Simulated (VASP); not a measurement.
Write the native input for VASP 6.6.1 that does the following.

* Task: single point
* Functional: PBE-based screened hybrid
* Potentials or basis: VASP PAW PBE potentials, release 64 (Se)
* Cutoff: 520 eV
* k mesh: 4 × 4 × 3
* Occupations: fermi-dirac, width 0.05 eV
* Spin: no spin polarisation
* Dipole correction: no
* Grid for exact exchange (PRECFOCK): Normal
* Share of exact exchange: 0.1
* Further INCAR settings: ALGO = Normal; EDIFF = 1e-06; NBANDS = 16
* Screening parameter: 0.20787 1/Å

Crystal: Se.

```xyz
3
Lattice="4.3662 0.0000 0.0000 -2.1831 3.7812 0.0000 0.0000 0.0000 4.9536" Properties=species:S:1:pos:R:3 pbc="T T T"
Se    1.6910    2.9289    0.0000
Se   -0.4921    0.8523    3.3024
Se    0.9841    0.0000    1.6512
```

These files were run (other wordings do the same):

POSCAR

```
Se
1.0
    4.3662000000      0.0000000000      0.0000000000
   -2.1831000000      3.7812401180      0.0000000000
    0.0000000000      0.0000000000      4.9536000000
Se
3
Direct
    0.7746000000      0.7746000000      0.0000000000
    0.0000000000      0.2254000000      0.6666666667
    0.2254000000      0.0000000000      0.3333333333
```

INCAR.step1

```
ALGO = Normal
EDIFF = 1E-5
ENCUT = 520
GGA = PE
ISIF = 2
ISMEAR = -1
LASPH = True
LREAL = False
LWAVE = True
NBANDS = 16
NELM = 80
PREC = Accurate
SIGMA = 0.05
```

INCAR.step2

```
AEXX = 0.1
ALGO = Normal
EDIFF = 1E-6
ENCUT = 520
GGA = PE
HFSCREEN = 0.2078699
ISIF = 2
ISMEAR = -1
ISTART = 1
LASPH = True
LCHARG = True
LELF = True
LHFCALC = True
LREAL = False
LVHAR = True
LWAVE = False
NBANDS = 16
NELM = 80
PREC = Accurate
PRECFOCK = Normal
SIGMA = 0.05
```

KPOINTS

```
k-points
0
Gamma
  4 4 3
```

Potentials or basis: VASP PAW PBE potentials, release 64 (Se).

The run is started by

```bash
$ cat potpaw_PBE.64/Se/POTCAR > POTCAR
$ cp INCAR.step1 INCAR
$ mpirun -np 1 vasp_std > vasp.out
$ cp INCAR.step2 INCAR
$ mpirun -np 1 vasp_std > vasp.out
```

Results of the run:

The pressure is 1.9 GPa and the largest force is 0.159 eV/Å. The band gap on the k mesh is 1.91 eV, indirect (least direct gap 2.30 eV).

Caveat: the k points lie up to 0.42 Å⁻¹ apart; the PAW data sets were made with another functional, which shifts forces and pressure a little.

Wall time 6.4 min on 1 thread of Intel(R) Xeon(R) Platinum 8559C (Emerald Rapids) (shared host), peak memory 0.3 GiB.
